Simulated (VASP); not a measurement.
# Sb in VASP: single point with PBEsol

Aim: the single point of Sb with PBEsol.

All numbers are computed with VASP 6.6.1; they aren't measurements. Logs are shortened: lines on timing, memory, paths and dates and some standing lists are left out, and cuts for length are marked.

### Step 1. The cell of the first run

The cell holds a sheet with vacuum, 2 atoms: a = 4.042 Å, b = 4.042 Å, c = 27.100 Å, α = 90.00°, β = 90.00°, γ = 120.00°.

### Step 2. Single point, PBEsol

Contents of INCAR:

```
  PREC = Accurate
  ENCUT = 400
  EDIFF = 1E-6
  ISMEAR = 0
  SIGMA = 0.03
  LREAL = False
  LASPH = True
  NELM = 120
  ALGO = Normal
  ISIF = 2
  LWAVE = False
  LCHARG = False
  LDIPOL = True
  IDIPOL = 3
  DIPOL = 0.5 0.5 0.289
  GGA = PS
  NBANDS = 12
  GGA_COMPAT = False
  NELMDL = -8
```

Contents of KPOINTS:

```
regular mesh
0
Gamma
  12 12 1
```

Contents of POSCAR:

```
Sb
1.0
    4.0418344175      0.0000000000      0.0000000000
   -2.0209172088      3.5003312835      0.0000000000
    0.0000000000      0.0000000000     27.1000000030
Sb
2
Direct
    0.3333333333      0.6666666667      0.2585835373
    0.6666666667      0.3333333333      0.3189072375
```

Potentials or basis: VASP PAW PBE potentials, release 64 (Sb).

Run with:

```bash
cat potpaw_PBE.64/Sb/POTCAR > POTCAR
mpirun -np 1 vasp_std > vasp.out
```

OUTCAR:

```text
PREC = Accurate
   ENCUT = 400
   EDIFF = 1E-6
   ISMEAR = 0
   LREAL = False
   LASPH = True
   NELM = 120
   ISIF = 2
   GGA = PS
   NELMDL = -8

 ion  position               nearest neighbor table
   1  0.333  0.667  0.259-   2 2.85   2 2.85   2 2.85
   2  0.667  0.333  0.319-   1 2.85   1 2.85   1 2.85

  LATTYP: Found a hexagonal cell.
 ALAT       =     4.0418344175
 C/A-ratio  =     6.7048763516

  Lattice vectors:

 A1 = (   4.0418344175,   0.0000000000,   0.0000000000)
 A2 = (  -2.0209172088,   3.5003312835,   0.0000000000)
 A3 = (   0.0000000000,   0.0000000000,  27.1000000030)

Analysis of symmetry for initial positions (statically):
=====================================================================
 Subroutine PRICEL returns:
 Original cell was already a primitive cell.

 Routine SETGRP: Setting up the symmetry group for a
 hexagonal supercell.

 Subroutine GETGRP returns: Found 12 space group operations
 (whereof  6 operations were pure point group operations)
 out of a pool of 24 trial point group operations.

The static configuration has the point symmetry C_3v.
 The point group associated with its full space group is D_3d.

Analysis of symmetry for dynamics (positions and initial velocities):
=====================================================================
 Subroutine PRICEL returns:
 Original cell was already a primitive cell.

 Routine SETGRP: Setting up the symmetry group for a
 hexagonal supercell.

 Subroutine GETGRP returns: Found 12 space group operations
 (whereof  6 operations were pure point group operations)
 out of a pool of 24 trial point group operations.

The dynamic configuration has the point symmetry C_3v.
 The point group associated with its full space group is D_3d.

 Subroutine INISYM returns: Found 12 space group operations
 (whereof  6 operations are pure point group operations),
 and found     1 'primitive' translations

----------------------------------------------------------------------------------------

                                     Primitive cell

  volume of cell :     383.4043

  direct lattice vectors                    reciprocal lattice vectors
     4.041834417  0.000000000  0.000000000     0.247412411  0.142843622  0.000000000
    -2.020917209  3.500331284  0.000000000     0.000000000  0.285687245  0.000000000
     0.000000000  0.000000000 27.100000003     0.000000000  0.000000000  0.036900369

  length of vectors
     4.041834417  4.041834418 27.100000003     0.285687245  0.285687245  0.036900369

  position of ions in fractional coordinates (direct lattice)
     0.333333333  0.666666667  0.258583537
     0.666666667  0.333333333  0.318907237

  ion indices of the primitive-cell ions
   primitive index   ion index
                 1           1
                 2           2

----------------------------------------------------------------------------------------

 KPOINTS: regular mesh

Automatic generation of k-mesh.
 Grid dimensions read from file:
 generate k-points for:   12   12    1

 Generating k-lattice:

  Cartesian coordinates                     Fractional coordinates (reciprocal lattice)
     0.020617701  0.011903635  0.000000000     0.083333333  0.000000000  0.000000000
     0.000000000  0.023807270  0.000000000     0.000000000  0.083333333  0.000000000
     0.000000000  0.000000000  0.036900369     0.000000000  0.000000000  1.000000000

  Length of vectors
     0.023807270  0.023807270  0.036900369

  Shift w.r.t. Gamma in fractional coordinates (k-lattice)
     0.000000000  0.000000000  0.000000000

 Subroutine IBZKPT returns following result:
 ===========================================

 Found     19 irreducible k-points:

 Following reciprocal coordinates:
            Coordinates               Weight
  0.000000  0.000000  0.000000      1.000000
  0.083333  0.000000  0.000000      6.000000
  0.166667 -0.000000  0.000000      6.000000
  0.250000  0.000000  0.000000      6.000000
  0.333333  0.000000  0.000000      6.000000
  0.416667 -0.000000  0.000000      6.000000
[... 11 lines left out ...]
  0.333333  0.250000  0.000000     12.000000
  0.333333  0.333333  0.000000      2.000000
   k-points           NKPTS =     19   k-points in BZ     NKDIM =     19   number of bands    NBANDS=     12
   number of dos      NEDOS =    301   number of ions     NIONS =      2
   total plane-waves  NPLWV = 141120
   dimension x,y,z NGX =    28 NGY =   28 NGZ =  180
   dimension x,y,z NGXF=    56 NGYF=   56 NGZF=  360
   ions per type =               2
   NGX,Y,Z   is equivalent  to a cutoff of  11.52, 11.52, 11.04 a.u.
   NGXF,Y,Z  is equivalent  to a cutoff of  23.03, 23.03, 22.08 a.u.
 SYSTEM =  unknown system
   PREC   = accura    normal or accurate (medium, high low for compatibility)
   ISTART =      0    job   : 0-new  1-cont  2-samecut
   ICHARG =      2    charge: 1-file 2-atom 10-const
   ISPIN  =      1    spin polarized calculation?
   LNONCOLLINEAR =      F non collinear calculations
   LSORBIT =      F    spin-orbit coupling
   LASPH  =      T    aspherical Exc in radial PAW
   ENCUT  =  400.0 eV  29.40 Ry    5.42 a.u.   6.59  6.59 44.19*2*pi/ulx,y,z
   NELM   =    120;   NELMIN=  2; NELMDL= -8     # of ELM steps
   EDIFF  = 0.1E-05   stopping-criterion for ELM
   LREAL  =      F    real-space projection
   EDIFFG = 0.1E-04   stopping-criterion for IOM
   NSW    =      0    number of steps for IOM
   IBRION =     -1    ionic relax: 0-MD 1-quasi-New 2-CG
   NFREE  =      0    steps in history (QN), initial steepest desc. (CG)
   ISIF   =      2    stress and relaxation
   ISYM   =      2    0-nonsym 1-usesym 2-fastsym
   POTIM  = 0.5000    time-step for ionic-motion
   TEBEG  =    0.0;   TEEND  =   0.0 temperature during run
   PSTRESS=    0.0 pullay stress
   NELECT =      10.0000    total number of electrons
   NUPDOWN=      -1.0000    fix difference up-down
   EMIN   =  10.00;   EMAX   =-10.00  energy-range for DOS
   EFERMI =   0.00;   METHOD = LEGACY
   ISMEAR =     0;   SIGMA  =   0.03  broadening in eV -4-tet -1-fermi 0-gaus
   EFERMI_NEDOS =   21; number of points for ismear=-14 and -15
   IALGO  =     38    algorithm
   IMIX   =      4    mixing-type and parameters
     AMIX     =   0.40;   BMIX     =  1.00
     AMIX_MAG =   1.60;   BMIX_MAG =  1.00
  volume/ion in A,a.u.               =     191.70      1293.67
  Fermi-wavevector in a.u.,A,eV,Ry     =   0.485500  0.917462  3.207032  0.235710
  Thomas-Fermi vector in A             =   1.485759
   LORBIT       =      0    0 simple, 1 ext, 2 COOP (PROOUT), +10 PAW based schemes
   GGA     = PS    functional components
   LHFCALC =     F    Hartree Fock is set to
   AEXX    =    0.0000 exact exchange contribution
   IVDW    =     0    specifies the selected vdW correction
   LEPSILON=     F    determine dielectric tensor
   LRPA    =     F    only Hartree local field effects (RPA)
 non-spin polarized calculation
 Gauss-broadening in eV      SIGMA  =   0.03
  energy-cutoff  :      400.00
  volume of cell :      383.40
 maximum number of plane-waves:      7073
 NGX is ok and might be reduce to    28
   NGX = 13   NGY = 13   NGZ = 89

 number of electron      10.0000000 magnetization

 dipolmoment           0.000000      0.000000      0.000000 electrons x Angstroem

 number of electron       9.9999999 magnetization

 dipolmoment           0.000000      0.000000     -0.000000 electrons x Angstroem

 Free energy of the ion-electron system (eV)
  ---------------------------------------------------
  ext. energy  EPLUGINS =         0.00000000
  ---------------------------------------------------
  free energy    TOTEN  =        -8.73399181 eV

  energy without entropy =       -8.73399181  energy(sigma->0) =       -8.73399181

 E-fermi :  -2.8806     XC(G=0):  -2.0279

 val. band max:       -3.0200059366   @ k =   0.0000   0.0000   0.0000
 cond. band min:      -1.8626058295   @ k =   0.3333   0.0000   0.0000
 fundamental gap:      1.1574001071
 Fermi energy:        -2.8805859592

 k-point     1 :       0.0000    0.0000    0.0000
  band No.  band energies     occupation
      1     -14.6789      2.00000
      2      -9.4591      2.00000
      3      -3.7884      2.00000
      4      -3.0200      2.00000
      5      -3.0200      2.00000
      6      -1.3633      0.00000
      7      -0.1834      0.00000
      8      -0.1834      0.00000
      9       1.2839      0.00000
     10       1.5623      0.00000
     11       1.9524      0.00000
     12       2.2185      0.00000

 k-point     2 :       0.0833    0.0000    0.0000
  band No.  band energies     occupation
      1     -14.6007      2.00000
      2      -9.4471      2.00000
      3      -3.8037      2.00000
      4      -3.7488      2.00000
      5      -3.2061      2.00000
      6      -0.8717      0.00000
      7      -0.2596      0.00000
      8      -0.0042      0.00000
      9       1.3900      0.00000
     10       1.6467      0.00000
     11       2.0357      0.00000
     12       2.3059      0.00000

 k-point     3 :       0.1667   -0.0000    0.0000
  band No.  band energies     occupation
      1     -14.3683      2.00000
      2      -9.4473      2.00000
      3      -4.9636      2.00000
      4      -3.6625      2.00000
      5      -3.6150      2.00000
      6      -1.2718      0.00000
      7       0.3355      0.00000
      8       0.3834      0.00000
      9       1.6402      0.00000
     10       1.8998      0.00000
     11       2.2758      0.00000
     12       2.5553      0.00000
[... 211 lines left out ...]
 k-point    18 :       0.3333    0.2500    0.0000
  band No.  band energies     occupation
      1     -12.2099      2.00000
      2     -11.1799      2.00000
      3      -6.6481      2.00000
      4      -5.3452      2.00000
      5      -4.5979      2.00000
      6      -1.4827      0.00000
      7       0.1561      0.00000
      8       0.7022      0.00000
      9       3.2283      0.00000
     10       3.8064      0.00000
     11       4.1791      0.00000
     12       4.5526      0.00000

 k-point    19 :       0.3333    0.3333    0.0000
  band No.  band energies     occupation
      1     -11.6814      2.00000
      2     -11.6814      2.00000
      3      -6.8362      2.00000
      4      -4.9589      2.00000
      5      -4.9589      2.00000
      6      -1.7018      0.00000
      7       0.5617      0.00000
      8       0.5617      0.00000
      9       3.5650      0.00000
     10       4.3779      0.00000
     11       4.3779      0.00000
     12       4.7648      0.00000

------------------------ aborting loop because EDIFF is reached ----------------------------------------

 vacuum level on the upper side and lower side of the slab       (xc-potential included)        -0.006        -0.006

  FORCE on cell =-STRESS in cart. coord.  units (eV):
  Direction    XX          YY          ZZ          XY          YZ          ZX
  --------------------------------------------------------------------------------------
  -------------------------------------------------------------------------------------
  Total        0.0832337      0.0832337      0.1908807     -0.0000000      0.0000000     -0.0000000
  in kB        0.3478185      0.3478185      0.7976559     -0.0000000      0.0000000     -0.0000000
  external PRESSURE =       0.4977643 kB  Pullay stress =       0.0000000 kB

 VOLUME and BASIS-vectors are now :
 -----------------------------------------------------------------------------
  energy-cutoff  :      400.00
  volume of cell :      383.40
      direct lattice vectors                 reciprocal lattice vectors
     4.041834417  0.000000000  0.000000000     0.247412411  0.142843622  0.000000000
    -2.020917209  3.500331284  0.000000000     0.000000000  0.285687245  0.000000000
     0.000000000  0.000000000 27.100000003     0.000000000  0.000000000  0.036900369

 POSITION                                       TOTAL-FORCE (eV/Angst)
 -----------------------------------------------------------------------------------
     -0.00000      2.33355      7.00761        -0.000000      0.000000     -0.120146
      2.02092      1.16678      8.64239         0.000000     -0.000000      0.120146
 -----------------------------------------------------------------------------------
    total drift:                               -0.000000      0.000000     -0.000004

  FREE ENERGIE OF THE ION-ELECTRON SYSTEM (eV)
  ---------------------------------------------------
  free  energy   TOTEN  =        -8.7339918111 eV

  energy  without entropy=       -8.7339918111  energy(sigma->0) =       -8.73399181

 vacuum level on the upper side and lower side of the slab         1.782         1.781
```

It took 78 s on 1 thread of Intel Xeon Platinum 8375C at 2.90GHz (Ice Lake), shared host; peak memory 0.34 GiB.

What came out:

```yaml
Free_energy: -8.7340 eV
Largest_force: 0.120 eV/Å
Band_gap_on_the_k_mesh: 1.16 eV, indirect (least direct gap 1.66 eV)
```

Forces on the atoms (eV/Å):
```
Sb   0.000  0.000 -0.120
Sb   0.000  0.000  0.120
```

Levels at points of the mesh, in eV from the valence-band top:
```csv
k point,band 1,band 2,band 3,band 4,band 5,band 6,band 7,band 8,band 9,band 10
"(0.00, 0.00, 0.00)",-11.66,-6.44,-0.77,0.00,0.00,1.66,2.84,2.84,4.30,4.58
"(0.50, 0.00, 0.00)",-9.60,-7.95,-3.15,-1.67,-1.63,1.53,2.34,3.60,4.96,6.89
```

Caveat: the PAW data sets were made with another functional, which shifts forces and pressure a little; spin-orbit coupling is left out, which moves the levels of the heavy elements.
